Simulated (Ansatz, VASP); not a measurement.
**Li2S: VASP beside Ansatz**

```
CELL_PARAMETERS angstrom
0.00000 2.85400 2.85400
2.85400 0.00000 2.85400
2.85400 2.85400 0.00000
ATOMIC_POSITIONS crystal
Li 0.25000 0.25000 0.25000
Li 0.75000 0.75000 0.75000
S 0.00000 0.00000 0.00000
```

Alike in both runs: task relaxation of cell and atoms; functional PBE; k mesh 8 × 8 × 8; no spin polarisation.

|  | VASP | Ansatz |
| --- | --- | --- |
| version | VASP 6.6.1 | Ansatz 0.2.0 |
| potentials or method | VASP PAW PBE potentials, release 64 (Li_sv, S), cutoff 750 eV | scalar-relativistic, plane waves, PAW |
| occupations | gaussian, width 0.01 eV | fixed |
| valence electrons in the cell | 12 | 12 |

|  | VASP | Ansatz | Ansatz less VASP |
| --- | --- | --- | --- |
| gap on the k mesh at the Fermi level, each at its own relaxed structure (eV) | 3.39 | 3.39 | +0.003 |
| relaxed volume (Å³/atom) | 15.43 | 15.48 | +0.049 |
| relaxed cell length with the largest relative difference (Å) | 4.030 | 4.035 | +0.0043 |
